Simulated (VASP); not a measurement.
# AgCl (P2_1/m) in VASP: notebook, part 2 of 2

VASP 6.6.1. The steps go on from the part before.

### Step 4. Single point, PBE

This run uses another cell than the first one, of 22.10 Å³/atom, 1.152 times its volume.

Contents of INCAR:

```
PREC = Accurate
ENCUT = 520
EDIFF = 1E-6
ISMEAR = -1
SIGMA = 0.02
LREAL = False
LASPH = True
NELM = 60
ALGO = Normal
ISIF = 2
LWAVE = False
LCHARG = True
GGA = PE
LELF = True
LVHAR = True
NBANDS = 26
```

Contents of KPOINTS:

```
Automatic mesh
0
Gamma
  6 6 4
```

Contents of POSCAR:

```
AgCl
1.0
    3.9648108957      0.0000000000      0.1971726034
    0.0000000000      3.9685907808      0.0000000000
   -0.2746624439      0.0000000000      5.6039155256
Ag Cl
2 2
Direct
    0.2503409232      0.2500000000      0.2503830932
    0.7496590768      0.7500000000      0.7496169068
    0.7499411137      0.7500000000      0.2497124028
    0.2500588863      0.2500000000      0.7502875972
```

Potentials or basis: VASP PAW PBE potentials, release 64 (Ag, Cl).

On the command line:

```console
> cat potpaw_PBE.64/Ag/POTCAR potpaw_PBE.64/Cl/POTCAR > POTCAR
> mpirun -np 1 vasp_std > vasp.out
```

OUTCAR:

```text
PREC = Accurate
   ENCUT = 520
   EDIFF = 1E-6
   ISMEAR = -1
   LREAL = False
   LASPH = True
   NELM = 60
   ISIF = 2
   GGA = PE

 ion  position               nearest neighbor table
   1  0.250  0.250  0.250-   4 2.80   3 2.81   3 2.81   4 2.81   3 2.81   3 2.81
   2  0.750  0.750  0.750-   3 2.80   4 2.81   4 2.81   3 2.81   4 2.81   4 2.81
   3  0.750  0.750  0.250-   2 2.80   1 2.81   1 2.81   2 2.81   1 2.81   1 2.81
   4  0.250  0.250  0.750-   1 2.80   2 2.81   2 2.81   1 2.81   2 2.81   2 2.81

  LATTYP: Found a simple monoclinic cell.
 ALAT       =     3.9697106285
 B/A-ratio  =     0.9997179019
 C/A-ratio  =     1.4133630818
 COS(beta)  =    -0.0007163036

  Lattice vectors:

 A1 = (   3.9648108957,   0.0000000000,   0.1971726034)
 A2 = (   0.0000000000,  -3.9685907808,   0.0000000000)
 A3 = (   0.2746624439,   0.0000000000,  -5.6039155256)

Analysis of symmetry for initial positions (statically):
=====================================================================
 Subroutine PRICEL returns:
 Original cell was already a primitive cell.

 Routine SETGRP: Setting up the symmetry group for a
 simple monoclinic supercell.

 Subroutine GETGRP returns: Found  4 space group operations
 (whereof  2 operations were pure point group operations)
 out of a pool of  4 trial point group operations.

The static configuration has the point symmetry S_2 .
 The point group associated with its full space group is C_2h.

Analysis of symmetry for dynamics (positions and initial velocities):
=====================================================================
 Subroutine PRICEL returns:
 Original cell was already a primitive cell.

 Routine SETGRP: Setting up the symmetry group for a
 simple monoclinic supercell.

 Subroutine GETGRP returns: Found  4 space group operations
 (whereof  2 operations were pure point group operations)
 out of a pool of  4 trial point group operations.

The dynamic configuration has the point symmetry S_2 .
 The point group associated with its full space group is C_2h.

 Subroutine INISYM returns: Found  4 space group operations
 (whereof  2 operations are pure point group operations),
 and found     1 'primitive' translations

----------------------------------------------------------------------------------------

                                     Primitive cell

  volume of cell :      88.3909

  direct lattice vectors                    reciprocal lattice vectors
     3.964810896  0.000000000  0.197172603     0.251605568  0.000000000  0.012331842
     0.000000000  3.968590781  0.000000000     0.000000000  0.251978613  0.000000000
    -0.274662444  0.000000000  5.603915526    -0.008852690  0.000000000  0.178012765

  length of vectors
     3.969710629  3.968590781  5.610642448     0.251907595  0.251978613  0.178232754

  position of ions in fractional coordinates (direct lattice)
     0.250340923  0.250000000  0.250383093
     0.749659077  0.750000000  0.749616907
     0.749941114  0.750000000  0.249712403
     0.250058886  0.250000000  0.750287597

  ion indices of the primitive-cell ions
   primitive index   ion index
                 1           1
                 2           2
                 3           3
                 4           4

----------------------------------------------------------------------------------------

 KPOINTS: Automatic mesh

Automatic generation of k-mesh.
 Grid dimensions read from file:
 generate k-points for:    6    6    4

 Generating k-lattice:

  Cartesian coordinates                     Fractional coordinates (reciprocal lattice)
     0.041934261  0.000000000  0.002055307     0.166666667  0.000000000 -0.000000000
     0.000000000  0.041996435  0.000000000     0.000000000  0.166666667  0.000000000
    -0.002213172  0.000000000  0.044503191     0.000000000  0.000000000  0.250000000

  Length of vectors
     0.041984599  0.041996435  0.044558189

  Shift w.r.t. Gamma in fractional coordinates (k-lattice)
     0.000000000  0.000000000  0.000000000

 Subroutine IBZKPT returns following result:
 ===========================================

 Found     56 irreducible k-points:

 Following reciprocal coordinates:
            Coordinates               Weight
  0.000000  0.000000  0.000000      1.000000
  0.166667  0.000000  0.000000      2.000000
  0.333333  0.000000  0.000000      2.000000
  0.500000  0.000000  0.000000      1.000000
  0.000000  0.166667  0.000000      2.000000
  0.166667  0.166667  0.000000      4.000000
[... 16 lines left out ...]
 -0.000000  0.166667  0.250000      4.000000
  0.166667  0.166667  0.250000      4.000000
 [... further k-points ...]
   k-points           NKPTS =     56   k-points in BZ     NKDIM =     56   number of bands    NBANDS=     26
   number of dos      NEDOS =    301   number of ions     NIONS =      4
   total plane-waves  NPLWV =  37800
   dimension x,y,z NGX =    30 NGY =   30 NGZ =   42
   dimension x,y,z NGXF=    60 NGYF=   60 NGZF=   84
   ions per type =               2   2
   NGX,Y,Z   is equivalent  to a cutoff of  12.56, 12.57, 12.44 a.u.
   NGXF,Y,Z  is equivalent  to a cutoff of  25.13, 25.13, 24.89 a.u.
 SYSTEM =  unknown system
   PREC   = accura    normal or accurate (medium, high low for compatibility)
   ISTART =      0    job   : 0-new  1-cont  2-samecut
   ICHARG =      2    charge: 1-file 2-atom 10-const
   ISPIN  =      1    spin polarized calculation?
   LNONCOLLINEAR =      F non collinear calculations
   LSORBIT =      F    spin-orbit coupling
   LASPH  =      T    aspherical Exc in radial PAW
   ENCUT  =  520.0 eV  38.22 Ry    6.18 a.u.   7.38  7.38 10.43*2*pi/ulx,y,z
   NELM   =     60;   NELMIN=  2; NELMDL= -5     # of ELM steps
   EDIFF  = 0.1E-05   stopping-criterion for ELM
   LREAL  =      F    real-space projection
   EDIFFG = 0.1E-04   stopping-criterion for IOM
   NSW    =      0    number of steps for IOM
   IBRION =     -1    ionic relax: 0-MD 1-quasi-New 2-CG
   NFREE  =      0    steps in history (QN), initial steepest desc. (CG)
   ISIF   =      2    stress and relaxation
   ISYM   =      2    0-nonsym 1-usesym 2-fastsym
   POTIM  = 0.5000    time-step for ionic-motion
   TEBEG  =    0.0;   TEEND  =   0.0 temperature during run
   PSTRESS=    0.0 pullay stress
   NELECT =      36.0000    total number of electrons
   NUPDOWN=      -1.0000    fix difference up-down
   EMIN   =  10.00;   EMAX   =-10.00  energy-range for DOS
   EFERMI =   0.00;   METHOD = LEGACY
   ISMEAR =    -1;   SIGMA  =   0.02  broadening in eV -4-tet -1-fermi 0-gaus
   EFERMI_NEDOS =   21; number of points for ismear=-14 and -15
   IALGO  =     38    algorithm
   IMIX   =      4    mixing-type and parameters
     AMIX     =   0.40;   BMIX     =  1.00
     AMIX_MAG =   1.60;   BMIX_MAG =  1.00
  volume/ion in A,a.u.               =      22.10       149.12
  Fermi-wavevector in a.u.,A,eV,Ry     =   1.213500  2.293182 20.035698  1.472582
  Thomas-Fermi vector in A             =   2.348950
   LORBIT       =      0    0 simple, 1 ext, 2 COOP (PROOUT), +10 PAW based schemes
   GGA     = PE    functional components
   LHFCALC =     F    Hartree Fock is set to
   AEXX    =    0.0000 exact exchange contribution
   IVDW    =     0    specifies the selected vdW correction
   LEPSILON=     F    determine dielectric tensor
   LRPA    =     F    only Hartree local field effects (RPA)
 non-spin polarized calculation
  energy-cutoff  :      520.00
  volume of cell :       88.39
 maximum number of plane-waves:      2405
 NGX is ok and might be reduce to    30
   NGX = 15   NGY = 15   NGZ = 21

 number of electron      35.9999988 magnetization

 Free energy of the ion-electron system (eV)
  ---------------------------------------------------
  ext. energy  EPLUGINS =         0.00000000
  ---------------------------------------------------
  free energy    TOTEN  =       -10.80226696 eV

  energy without entropy =      -10.80226696  energy(sigma->0) =      -10.80226696

 E-fermi :   3.8021     XC(G=0):  -9.7797

 val. band max:        3.3769683352   @ k =   0.5000   0.0000   0.5000
 cond. band min:       4.2955320879   @ k =   0.0000   0.0000   0.0000
 fundamental gap:      0.9185637528
 Fermi energy:         3.8021093847

 k-point     1 :       0.0000    0.0000    0.0000
  band No.  band energies     occupation
      1     -11.5396      2.00000
      2     -11.1246      2.00000
      3      -0.6885      2.00000
      4       0.5048      2.00000
      5       0.5065      2.00000
      6       0.7783      2.00000
[... 18 lines left out ...]
     25      14.2483      0.00000
     26      14.7042      0.00000
[... 644 lines left out ...]
      4      -0.5447      2.00000
      5      -0.3508      2.00000
      6      -0.0933      2.00000
[... 18 lines left out ...]
     25      12.6567      0.00000
     26      12.9127      0.00000

 [... further k-points ...]
[... 5 lines left out ...]
  --------------------------------------------------------------------------------------
  -------------------------------------------------------------------------------------
  Total       -0.0784650     -0.0767951     -0.0776271      0.0000000      0.0000000     -0.0025577
  in kB       -1.4222603     -1.3919912     -1.4070717      0.0000000      0.0000000     -0.0463606
  external PRESSURE =      -1.4071077 kB  Pullay stress =       0.0000000 kB

 VOLUME and BASIS-vectors are now :
 -----------------------------------------------------------------------------
  energy-cutoff  :      520.00
  volume of cell :       88.39
      direct lattice vectors                 reciprocal lattice vectors
     3.964810896  0.000000000  0.197172603     0.251605568  0.000000000  0.012331842
     0.000000000  3.968590781  0.000000000     0.000000000  0.251978613  0.000000000
    -0.274662444  0.000000000  5.603915526    -0.008852690  0.000000000  0.178012765

 POSITION                                       TOTAL-FORCE (eV/Angst)
 -----------------------------------------------------------------------------------
      0.92378      0.99215      1.45249        -0.001694      0.000000     -0.001300
      2.76636      2.97644      4.34860         0.001694      0.000000      0.001300
      2.90479      2.97644      1.54724         0.001795      0.000000      0.002733
      0.78536      0.99215      4.25385        -0.001795      0.000000     -0.002733
 -----------------------------------------------------------------------------------
    total drift:                                0.000000      0.000000     -0.000000

  FREE ENERGIE OF THE ION-ELECTRON SYSTEM (eV)
  ---------------------------------------------------
  free  energy   TOTEN  =       -10.8022669598 eV

  energy  without entropy=      -10.8022669598  energy(sigma->0) =      -10.80226696
```

OSZICAR:

```text
N       E                     dE             d eps       ncg     rms          rms(c)
DAV:   1     0.232009963200E+03    0.23201E+03   -0.17574E+04  2912   0.128E+03
DAV:   2     0.173428564547E+01   -0.23028E+03   -0.21975E+03  3350   0.276E+02
DAV:   3    -0.110415327935E+02   -0.12776E+02   -0.12680E+02  3416   0.662E+01
DAV:   4    -0.111821763507E+02   -0.14064E+00   -0.14053E+00  3200   0.762E+00
DAV:   5    -0.111842092880E+02   -0.20329E-02   -0.20329E-02  3344   0.939E-01    0.789E+00
DAV:   6    -0.108084776182E+02    0.37573E+00   -0.64642E-01  3198   0.788E+00    0.523E+00
DAV:   7    -0.108045054117E+02    0.39722E-02   -0.27901E-01  2952   0.291E+00    0.234E+00
DAV:   8    -0.108019208989E+02    0.25845E-02   -0.13820E-02  3130   0.991E-01    0.403E-01
DAV:   9    -0.108021030507E+02   -0.18215E-03   -0.26395E-03  3160   0.485E-01    0.573E-02
DAV:  10    -0.108022149619E+02   -0.11191E-03   -0.19180E-04  3166   0.903E-02    0.401E-02
DAV:  11    -0.108022679193E+02   -0.52957E-04   -0.61416E-05  2976   0.596E-02    0.183E-02
DAV:  12    -0.108022666715E+02    0.12478E-05   -0.50072E-06  3160   0.278E-02    0.364E-03
DAV:  13    -0.108022669598E+02   -0.28831E-06   -0.83410E-07  2048   0.562E-03
   1 F= -.10802267E+02 E0= -.10802267E+02  d E =-.366173E-10
```

stdout:

```text
POSCAR found type information on POSCAR AgCl
 POSCAR found :  2 types and       4 ions
 scaLAPACK will be used
 LDA part: xc-table for (Slater+PW92), standard interpolation
 POSCAR, INCAR and KPOINTS ok, starting setup
 FFT: planning ... GRIDC
 FFT: planning ... GRID_SOFT
 FFT: planning ... GRID
 WAVECAR not read
 entering main loop
```

Wall time 77 s (1 thread of AMD EPYC 9R45 (Zen 5), shared host); peak memory 0.21 GiB.

Results:

| Property | Result |
| --- | --- |
| Free energy | -10.8023 eV |
| Pressure | -0.1 GPa |
| Largest force | 0.003 eV/Å |
| Band gap on the k mesh | 0.92 eV |

Forces in eV/Å, atoms in the order of the input:
```
Ag  -0.002  0.000 -0.001
Ag   0.002  0.000  0.001
Cl   0.002  0.000  0.003
Cl  -0.002  0.000 -0.003
```

A k mesh can miss the band edges. PBE gaps usually lie below the measured ones, often by a third to a half.

### Step 5. Summary

| level | potentials or basis | cell | gap on the mesh (eV) | pressure (GPa) |
| --- | --- | --- | --- | --- |
| LDA | VASP PAW LDA potentials, release 64 (Ag, Cl) | a = 3.787, b = 3.786, c = 5.353 Å, 4 atoms | 0.65 | 0.0 |
| PBEsol | VASP PAW PBE potentials, release 64 (Ag, Cl) | a = 3.853, b = 3.852, c = 5.446 Å, 4 atoms | 0.72 | -0.1 |
| PBE | VASP PAW PBE potentials, release 64 (Ag, Cl) | a = 3.970, b = 3.969, c = 5.611 Å, 4 atoms | 0.92 | -0.1 |

Alike in all rows: task single point; no spin polarisation; k mesh 6 × 6 × 4; cutoff (eV) 520; smearing fermi-dirac 0.02 eV.

Caveats: the PAW data sets were made with another functional, which shifts forces and pressure a little (some runs).

Absolute energies hang on the potentials; compare differences alone.
